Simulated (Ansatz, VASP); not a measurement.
# HfN in VASP and in Ansatz

The input INCAR:

```
SYSTEM = HfN
PREC     = Accurate       ! precision mode
ENCUT    = 520            ! plane-wave cutoff, eV
EDIFF    = 1E-7           ! SCF threshold, eV
ISMEAR   = 0              ! smearing method
SIGMA    = 0.15           ! smearing width, eV
LREAL    = .False.        ! projectors in reciprocal space
LASPH    = .True.         ! aspherical terms in the spheres
NELM     = 100            ! most SCF steps
ALGO     = Normal         ! electronic algorithm
ISIF     = 2              ! what is computed and relaxed
LWAVE    = .False.        ! write WAVECAR
LCHARG   = .False.        ! write CHGCAR
GGA      = PE             ! functional
NBANDS   = 14             ! bands
```

The input KPOINTS:

```
Automatic mesh
0
Gamma
  22 22 22
  0 0 0
```

Contents of POSCAR:

```
HfN
1.0
    0.0000000000      2.2738965586      2.2738965586
    2.2738965586      0.0000000000      2.2738965586
    2.2738965586      2.2738965586      0.0000000000
Hf N
1 1
Direct
    0.0000000000      0.0000000000      0.0000000000
    0.5000000000      0.5000000000      0.3134198026
```

Input for Ansatz:

```yaml
crystal:
  lattice:
    - [0.0, 2.2738965586, 2.2738965586]
    - [2.2738965586, 0.0, 2.2738965586]
    - [2.2738965586, 2.2738965586, 0.0]
  atoms:
    - { symbol: Hf, position: [0.0, 0.0, 0.0] }
    - { symbol: "N", position: [0.5, 0.5, 0.3134198026] }
basis:
  ecutwfc: 420
kpoints:
  mp_grid: { grid: [22, 22, 22] }
hamiltonian:
  xc: pbe
scf:
  occupations: { method: gaussian, width: 0.15 }
output:
  forces: true
  stress: true
  eigenvalues: true
```

Alike in both runs: task single point; functional PBE; k mesh 22 × 22 × 22; occupations gaussian, width 0.15 eV; no spin polarisation.

```csv
,VASP,Ansatz
version,VASP 6.6.1,Ansatz 0.2.0
potentials or method,"VASP PAW PBE potentials, release 64 (Hf_pv, N), cutoff 520 eV","scalar-relativistic, plane waves, PAW"
valence electrons in the cell,15,31
```

```csv
,VASP,Ansatz,Ansatz less VASP
gap on the k mesh at the Fermi level (eV),none,none,-
rms of the force components (eV/Å),3.722,3.671,-0.0512
```

Atom by atom the forces differ by 0.051 eV/Å (rms over components). A gap of «none» marks a metal or a gap that the smearing closes. VASP's potentials hold 15 valence electrons a cell and Ansatz's 31, so a difference there can come from the potentials and not from the codes.

Spin-orbit coupling is off throughout.
